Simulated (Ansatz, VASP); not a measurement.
## B in VASP and in Ansatz

```
CELL_PARAMETERS angstrom
0.00000 1.50365 1.50365
1.50365 0.00000 1.50365
1.50365 1.50365 0.00000
ATOMIC_POSITIONS crystal
B 0.00000 0.00000 0.00000
```

Alike in both runs: task single point; functional BLYP; k mesh 21 × 21 × 21; occupations fermi-dirac, width 0.1 eV; no spin polarisation.

```csv
,VASP,Ansatz
version,VASP 6.6.1,Ansatz 0.2.0
potentials or method,"VASP PAW PBE potentials, release 64 (B), cutoff 520 eV","plane waves (420 eV) with PAW, scalar-relativistic"
valence electrons in the cell,3,3
```

|  | VASP | Ansatz | Ansatz less VASP |
| --- | --- | --- | --- |
| pressure (GPa) | -21.4 | -21.4 | -0.09 |

VASP's potentials were made for PBE, not for BLYP.
